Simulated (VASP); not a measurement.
# HRh12CN in VASP: single point with PBE+D3(BJ)

Aim: the single point of HRh12CN with PBE+D3(BJ).

Everything below comes from runs of VASP 6.6.1. Logs are shortened: lines on timing, memory, paths and dates and some standing lists are left out, and cuts for length are marked.

## 1. The cell of the first run

The cell holds a slab with vacuum, 15 atoms: a = 5.365 Å, b = 5.365 Å, c = 24.523 Å, α = 90.00°, β = 90.00°, γ = 120.00°.

## 2. Single point, PBE+D3(BJ)

Input file INCAR:

```
SYSTEM = HRh12CN
ALGO = Normal ; DIPOL = 0.5 0.5 0.452
EDIFF = 1E-6 ; ENCUT = 520
GGA = PE ; IDIPOL = 3
ISIF = 2 ; ISMEAR = 0
IVDW = 12 ; LASPH = .True.
LCHARG = .False. ; LDIPOL = .True.
LREAL = Auto ; LWAVE = .False.
NBANDS = 108 ; NELM = 60
PREC = Accurate ; SIGMA = 0.1
```

Input file KPOINTS:

```
k-points
0
Gamma
  4 4 1
  0 0 0
```

Input file POSCAR:

```
HRh12CN
1.0
    5.3647950047      0.0000000000      0.0000000000
   -2.6823975023      4.6460487602      0.0000000000
    0.0000000000      0.0000000000     24.5231367787
Rh C N H
12 1 1 1
Direct
    0.3333333333      0.1666666667      0.3262225413
    0.3333333333      0.6666666667      0.3262225413
    0.8333333333      0.1666666667      0.3262225413
    0.8333333333      0.6666666667      0.3262225413
    0.6697880650      0.3352596769      0.4148795697
    0.6652510031      0.8327380502      0.4129116291
    0.1636502768      0.3344772409      0.4150718444
    0.1645957949      0.8306543590      0.4141226167
   -0.0035315331      0.4980753040      0.5093953995
   -0.0045717112     -0.0040148909      0.5004359408
    0.4970601062      0.4992522234      0.5009259688
    0.4970375604     -0.0032594008      0.5006537728
   -0.0006776174      0.3891188493      0.5905965651
   -0.0119978750      0.6084035542      0.5953037817
    0.0082988974      0.2205122499      0.6136474071
```

Potentials or basis: VASP PAW PBE potentials, release 64 (Rh_pv, C, N, H).

Run with:

```bash
$ cat potpaw_PBE.64/Rh_pv/POTCAR potpaw_PBE.64/C/POTCAR potpaw_PBE.64/N/POTCAR potpaw_PBE.64/H/POTCAR > POTCAR
$ mpirun -np 1 vasp_std > vasp.out
```

OUTCAR:

```text
SYSTEM = HRh12CN
   EDIFF = 1E-6
   ENCUT = 520
   GGA = PE
   ISIF = 2
   ISMEAR = 0
   IVDW = 12
   LASPH = .True.
   LREAL = Auto
   NELM = 60
   PREC = Accurate
 IVDW          = 12

 ion  position               nearest neighbor table
   1  0.333  0.167  0.326-   8 2.66   5 2.68   3 2.68   3 2.68   2 2.68   2 2.68   4 2.68   4 2.68
                             7 2.68
   2  0.333  0.667  0.326-   6 2.63   8 2.65   7 2.67   4 2.68   4 2.68   1 2.68   1 2.68   3 2.68
                             3 2.68
   3  0.833  0.167  0.326-   6 2.63   7 2.67   5 2.67   1 2.68   1 2.68   4 2.68   4 2.68   2 2.68
                             2 2.68
   4  0.833  0.667  0.326-   6 2.63   8 2.65   5 2.66   2 2.68   2 2.68   3 2.68   3 2.68   1 2.68
                             1 2.68
   5  0.670  0.335  0.415-  12 2.63  11 2.63   7 2.65   8 2.66   4 2.66   3 2.67   1 2.68   6 2.68
                             6 2.68   8 2.71   7 2.71   9 2.77
   6  0.665  0.833  0.413-   2 2.63   3 2.63   4 2.63  10 2.64  12 2.65  11 2.66   8 2.68   5 2.68
                             7 2.68   7 2.68   5 2.68   8 2.68
   7  0.164  0.334  0.415-  11 2.61  10 2.62   5 2.65   8 2.66   3 2.67   2 2.67   6 2.68   6 2.68
                             1 2.68   8 2.71   5 2.71   9 2.78
   8  0.165  0.831  0.414-  12 2.62  10 2.63   4 2.65   2 2.65   5 2.66   7 2.66   1 2.66   6 2.68
                             6 2.68   7 2.71   5 2.71   9 2.80
   9  0.996  0.498  0.509-  13 2.08  14 2.19  10 2.68  12 2.69  11 2.69  11 2.69  12 2.69  10 2.70
                             5 2.77   7 2.78   8 2.80
  10  0.995  0.996  0.500-   7 2.62   8 2.63   6 2.64  11 2.67  12 2.68   9 2.68  12 2.69  11 2.70
                             9 2.70
  11  0.497  0.499  0.501-   7 2.61   5 2.63   6 2.66  12 2.67  10 2.67   9 2.69   9 2.69  10 2.70
                            12 2.70
  12  0.497  0.997  0.501-   8 2.62   5 2.63   6 2.65  11 2.67  10 2.68   9 2.69  10 2.69   9 2.69
                            11 2.70
  13  0.999  0.389  0.591-  15 1.09  14 1.21   9 2.08
  14  0.988  0.608  0.595-  13 1.21   9 2.19
  15  0.008  0.221  0.614-  13 1.09

  LATTYP: Found a hexagonal cell.
 ALAT       =     5.3647950047
 C/A-ratio  =     4.5711228029

  Lattice vectors:

 A1 = (   5.3647950047,   0.0000000000,   0.0000000000)
 A2 = (  -2.6823975023,   4.6460487602,   0.0000000000)
 A3 = (   0.0000000000,   0.0000000000,  24.5231367787)

Analysis of symmetry for initial positions (statically):
=====================================================================
 Subroutine PRICEL returns:
 Original cell was already a primitive cell.

 Routine SETGRP: Setting up the symmetry group for a
 hexagonal supercell.

 Subroutine GETGRP returns: Found  1 space group operations
 (whereof  1 operations were pure point group operations)
 out of a pool of 24 trial point group operations.

The static configuration has the point symmetry C_1 .

Analysis of symmetry for dynamics (positions and initial velocities):
=====================================================================
 Subroutine PRICEL returns:
 Original cell was already a primitive cell.

 Routine SETGRP: Setting up the symmetry group for a
 hexagonal supercell.

 Subroutine GETGRP returns: Found  1 space group operations
 (whereof  1 operations were pure point group operations)
 out of a pool of 24 trial point group operations.

The dynamic configuration has the point symmetry C_1 .

 Subroutine INISYM returns: Found  1 space group operations
 (whereof  1 operations are pure point group operations),
 and found     1 'primitive' translations

----------------------------------------------------------------------------------------

                                     Primitive cell

  volume of cell :     611.2416

  direct lattice vectors                    reciprocal lattice vectors
     5.364795005  0.000000000  0.000000000     0.186400412  0.107618328  0.000000000
    -2.682397502  4.646048760  0.000000000     0.000000000  0.215236656  0.000000000
     0.000000000  0.000000000 24.523136779     0.000000000  0.000000000  0.040777818

  length of vectors
[... 59 lines left out ...]
 ===========================================

 Found     10 irreducible k-points:

 Following reciprocal coordinates:
            Coordinates               Weight
  0.000000  0.000000  0.000000      1.000000
  0.250000  0.000000  0.000000      2.000000
  0.000000  0.250000  0.000000      2.000000
 -0.250000  0.250000  0.000000      2.000000
  0.500000  0.000000  0.000000      1.000000
  0.000000  0.500000  0.000000      1.000000
  0.500000  0.500000  0.000000      1.000000
  0.250000  0.250000  0.000000      2.000000
 -0.250000  0.500000  0.000000      2.000000
  0.500000  0.250000  0.000000      2.000000
   k-points           NKPTS =     10   k-points in BZ     NKDIM =     10   number of bands    NBANDS=    108
   number of dos      NEDOS =    301   number of ions     NIONS =     15
   total plane-waves  NPLWV = 307200
   dimension x,y,z NGX =    40 NGY =   40 NGZ =  192
   dimension x,y,z NGXF=    80 NGYF=   80 NGZF=  384
   ions per type =              12   1   1   1
   NGX,Y,Z   is equivalent  to a cutoff of  12.40, 12.40, 13.02 a.u.
   NGXF,Y,Z  is equivalent  to a cutoff of  24.79, 24.79, 26.03 a.u.
 SYSTEM =  HRh12CN
   PREC   = accura    normal or accurate (medium, high low for compatibility)
   ISTART =      0    job   : 0-new  1-cont  2-samecut
   ICHARG =      2    charge: 1-file 2-atom 10-const
   ISPIN  =      1    spin polarized calculation?
   LNONCOLLINEAR =      F non collinear calculations
   LSORBIT =      F    spin-orbit coupling
   LASPH  =      T    aspherical Exc in radial PAW
   ENCUT  =  520.0 eV  38.22 Ry    6.18 a.u.   9.97  9.97 45.60*2*pi/ulx,y,z
   NELM   =     60;   NELMIN=  2; NELMDL= -5     # of ELM steps
   EDIFF  = 0.1E-05   stopping-criterion for ELM
   LREAL  =      T    real-space projection
   EDIFFG = 0.1E-04   stopping-criterion for IOM
   NSW    =      0    number of steps for IOM
   IBRION =     -1    ionic relax: 0-MD 1-quasi-New 2-CG
   NFREE  =      0    steps in history (QN), initial steepest desc. (CG)
   ISIF   =      2    stress and relaxation
   ISYM   =      2    0-nonsym 1-usesym 2-fastsym
   POTIM  = 0.5000    time-step for ionic-motion
   TEBEG  =    0.0;   TEEND  =   0.0 temperature during run
   PSTRESS=    0.0 pullay stress
   NELECT =     190.0000    total number of electrons
   NUPDOWN=      -1.0000    fix difference up-down
   EMIN   =  10.00;   EMAX   =-10.00  energy-range for DOS
   EFERMI =   0.00;   METHOD = LEGACY
   ISMEAR =     0;   SIGMA  =   0.10  broadening in eV -4-tet -1-fermi 0-gaus
   EFERMI_NEDOS =   21; number of points for ismear=-14 and -15
   IALGO  =     38    algorithm
   IMIX   =      4    mixing-type and parameters
     AMIX     =   0.40;   BMIX     =  1.00
     AMIX_MAG =   1.60;   BMIX_MAG =  1.00
  volume/ion in A,a.u.               =      40.75       274.99
  Fermi-wavevector in a.u.,A,eV,Ry     =   1.108975  2.095659 16.732790  1.229825
  Thomas-Fermi vector in A             =   2.245509
   LORBIT       =      0    0 simple, 1 ext, 2 COOP (PROOUT), +10 PAW based schemes
   GGA     = PE    functional components
   LHFCALC =     F    Hartree Fock is set to
   AEXX    =    0.0000 exact exchange contribution
   IVDW    =    12    specifies the selected vdW correction
   LEPSILON=     F    determine dielectric tensor
   LRPA    =     F    only Hartree local field effects (RPA)
 non-spin polarized calculation
 Gauss-broadening in eV      SIGMA  =   0.10
  energy-cutoff  :      520.00
  volume of cell :      611.24
 maximum number of plane-waves:     16512
   NGX = 19   NGY = 19   NGZ = 91

 dipolmoment           0.000000      0.000000      0.047180 electrons x Angstroem

 number of electron     189.9999994 magnetization

 dipolmoment           0.000000      0.000000     -0.091912 electrons x Angstroem

 Free energy of the ion-electron system (eV)
  ---------------------------------------------------
  ext. energy  EPLUGINS =         0.00000000
  ---------------------------------------------------
  free energy    TOTEN  =      -100.88256423 eV

  energy without entropy =     -100.75866085  energy(sigma->0) =     -100.82061254

 E-fermi :   0.0936     XC(G=0):  -4.9261

 val. band max:        0.0796647298   @ k =  -0.2500   0.5000   0.0000
 cond. band min:       0.1041863529   @ k =   0.0000   0.2500   0.0000
 fundamental gap:      0.0245216231
 Fermi energy:         0.0936292516

 k-point     1 :       0.0000    0.0000    0.0000
  band No.  band energies     occupation
      1     -47.0530      2.00000
      2     -47.0443      2.00000
      3     -47.0134      2.00000
      4     -46.9506      2.00000
      5     -46.8958      2.00000
      6     -46.8921      2.00000
[... 1089 lines left out ...]
    106       1.2808      0.00000
    107       1.5806      0.00000
 [bands above 107 left out]

------------------------ aborting loop because EDIFF is reached ----------------------------------------

 vacuum level on the upper side and lower side of the slab       (xc-potential included)        -0.436         0.225

 Edisp (eV)   -5.61941

 E8    (eV) :    -2.5857

  FORCE on cell =-STRESS in cart. coord.  units (eV):
  Direction    XX          YY          ZZ          XY          YZ          ZX
  --------------------------------------------------------------------------------------
  -------------------------------------------------------------------------------------
  Total      -5.67697    -5.73593    -0.08844     0.06187    -0.02332     0.02194
  in kB     -14.88040   -15.03494    -0.23181     0.16218    -0.06112     0.05752
  external pressure =      -10.05 kB  Pullay stress =        0.00 kB

 VOLUME and BASIS-vectors are now :
 -----------------------------------------------------------------------------
  energy-cutoff  :      520.00
  volume of cell :      611.24
      direct lattice vectors                 reciprocal lattice vectors
     5.364795005  0.000000000  0.000000000     0.186400412  0.107618328  0.000000000
    -2.682397502  4.646048760  0.000000000     0.000000000  0.215236656  0.000000000
     0.000000000  0.000000000 24.523136779     0.000000000  0.000000000  0.040777818

 POSITION                                       TOTAL-FORCE (eV/Angst)
 -----------------------------------------------------------------------------------
      1.34120      0.77434      8.00000         0.038626      0.063370     -0.093241
     -0.00000      3.09737      8.00000        -0.151712     -0.129564      0.022581
      4.02360      0.77434      8.00000        -0.014242      0.206508      0.051903
      2.68240      3.09737      8.00000         0.128214     -0.135431      0.004123
      2.69398      1.55763     10.17415        -0.002975     -0.003806     -0.003645
      1.33520      3.86894     10.12589        -0.004260      0.001724      0.002576
     -0.01925      1.55400     10.17886        -0.008315      0.003417      0.016424
     -1.34512      3.85926     10.15559        -0.003311     -0.001372     -0.003517
      4.00981      2.31408     12.49197         0.009816      0.005606     -0.024452
      2.66864      4.62740     12.27226         0.001748      0.000838      0.005826
      1.32743      2.31955     12.28428         0.003162     -0.000099     -0.005176
     -0.00715      4.63091     12.27760         0.001526     -0.000206      0.003304
      4.31739      1.80787     14.48328         0.130515     -0.210473      0.004941
      3.66845      2.82667     14.59872        -0.128794      0.199816      0.026448
     -0.54698      1.02451     15.04856         0.000001     -0.000328     -0.008095
 -----------------------------------------------------------------------------------
    total drift:                                0.002332      0.000814     -0.002770

  FREE ENERGIE OF THE ION-ELECTRON SYSTEM (eV)
  ---------------------------------------------------
  free  energy   TOTEN  =      -106.5019778681 eV

  energy  without entropy=     -106.3780744871  energy(sigma->0) =     -106.44002618

 vacuum level on the upper side and lower side of the slab         4.390         5.063
```

Wall time 37 min (1 thread of Intel Xeon Platinum 8259CL at 2.50GHz (Skylake/Cascade Lake), shared host); peak memory 0.9 GiB.

What came out:

```yaml
Free_energy: -106.5020 eV
Largest_force: 0.248 eV/Å
Band_gap_on_the_k_mesh: zero (bands 95 and 96 overlap by 0.82 eV)
Dispersion_energy_per_atom: -0.375 eV
```

Forces in eV/Å, atoms in the order of the input:
```
Rh   0.039  0.063 -0.093
Rh  -0.152 -0.130  0.023
Rh  -0.014  0.207  0.052
Rh   0.128 -0.135  0.004
Rh  -0.003 -0.004 -0.004
Rh  -0.004  0.002  0.003
Rh  -0.008  0.003  0.016
Rh  -0.003 -0.001 -0.004
Rh   0.010  0.006 -0.024
Rh   0.002  0.001  0.006
Rh   0.003  0.000 -0.005
Rh   0.002  0.000  0.003
C    0.131 -0.210  0.005
N   -0.129  0.200  0.026
H    0.000  0.000 -0.008
```

Levels at points of the mesh, in eV from the Fermi level:
| k point | band 94 | band 95 | band 96 | band 97 | band 98 | band 99 |
| --- | --- | --- | --- | --- | --- | --- |
| (0.00, 0.00, 0.00) | 0.39 | 0.44 | 0.60 | 0.60 | 0.63 | 0.83 |
| (0.50, 0.00, 0.00) | -0.64 | -0.38 | -0.35 | -0.31 | 0.02 | 0.16 |
| (0.00, 0.50, 0.00) | -0.55 | -0.39 | -0.38 | -0.32 | -0.02 | 0.06 |
| (0.50, 0.50, 0.00) | -0.54 | -0.38 | -0.37 | -0.32 | -0.03 | 0.08 |

The gap in the log of VASP goes by the Fermi energy; the results here count the filled bands.